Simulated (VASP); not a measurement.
Here is a VASP 6.6.1 calculation.

The input INCAR:

```
PREC = Accurate
ENCUT = 520
EDIFF = 1E-6
ISMEAR = -1
SIGMA = 0.1
LREAL = Auto
LASPH = T
NELM = 80
ALGO = Normal
ISIF = 2
LWAVE = F
LCHARG = F
GGA = PE
NBANDS = 104
```

The input KPOINTS:

```
Automatic mesh
0
Gamma
  3 3 1
```

File POSCAR:

```
Cu16N
1.0
    5.1053110000      0.0000000000      0.0000000000
    2.5526550000      4.4213290000      0.0000000000
    0.0000000000      0.0000000000     18.2527030000
Cu N
16 1
Direct
    0.0000000000      0.0000000000      0.0547864062
    0.5000087164      0.0000000000      0.0547864062
   -0.0000094012      0.5000080293      0.0547864062
    0.4999993152      0.5000080293      0.0547864062
    0.0695820339      0.2304510703      0.1800664811
    0.5188749382      0.2715925460      0.1731962658
   -0.0053074025      0.7555646730      0.1713335280
    0.5366030785      0.7563789078      0.1990938000
   -0.2737216591      0.3521565575      0.2991009058
    0.2187092654      0.4084066126      0.2994570174
   -0.3152067022      0.9030316450      0.3114278472
    0.1888133500      0.9507548522      0.3360269435
   -0.0817934630      0.0734846920      0.4682648921
    0.4525917266      0.0924835044      0.4267094030
   -0.0114421345      0.5276920130      0.4236906720
    0.4624002624      0.5473919720      0.4128100917
    0.7106261028      0.4634126979      0.4857910634
```

Potentials or basis: VASP PAW PBE potentials, release 64 (Cu, N).

The run is started by

```sh
$ cat potpaw_PBE.64/Cu/POTCAR potpaw_PBE.64/N/POTCAR > POTCAR
$ mpirun -np 1 vasp_std > vasp.out
```

(1) Estimate the largest force.

(2) Predict the band gap on the k mesh.

Answers

(1) 2.170 eV/Å.

(2) zero (an odd number of electrons rules out a gap without spin polarisation).

Caveat: the k points lie up to 0.47 Å⁻¹ apart, too coarse for converged energies and pressures of a metal; the atoms stand as in a frame of molecular dynamics; there is no dipole correction, which matters where the two faces differ.
